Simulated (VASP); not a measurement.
Si62Sb (a cell with a defect), 63 atoms in the cell. The cell holds a defect, 63 atoms: a = 10.860 Å, b = 10.860 Å, c = 10.860 Å, α = 90.00°, β = 90.00°, γ = 90.00°. 

```yaml
Program: VASP 6.6.1
Task: single point
Functional: PBE
Dispersion: D3(BJ)
Potentials_or_basis: VASP PAW PBE potentials, release 64 (Si, Sb)
Cutoff: 520 eV
k_mesh: 1 × 1 × 1
Occupations: gaussian, width 0.02 eV
Spin: no spin polarisation
Dipole_correction: no
Charge: -1
Further_INCAR_settings: LREAL = Auto; ALGO = Normal; EDIFF = 1e-07; NBANDS = 164; NELECT = 254.0
```

Potentials or basis: VASP PAW PBE potentials, release 64 (Si, Sb).

The run is started by

```bash
$ cat potpaw_PBE.64/Si/POTCAR potpaw_PBE.64/Sb/POTCAR > POTCAR
$ mpirun -np 1 vasp_gam > vasp.out
```

Hardware: 1 thread of Intel(R) Xeon(R) Platinum 8559C (Emerald Rapids) (shared host).

**Question.** Estimate the wall time of this run.

**Answer.** Run time: 7.2 min on 1 thread of Intel(R) Xeon(R) Platinum 8559C (Emerald Rapids) (shared host), peak memory 1.1 GiB. Counts: scf iterations 17, k points 1.
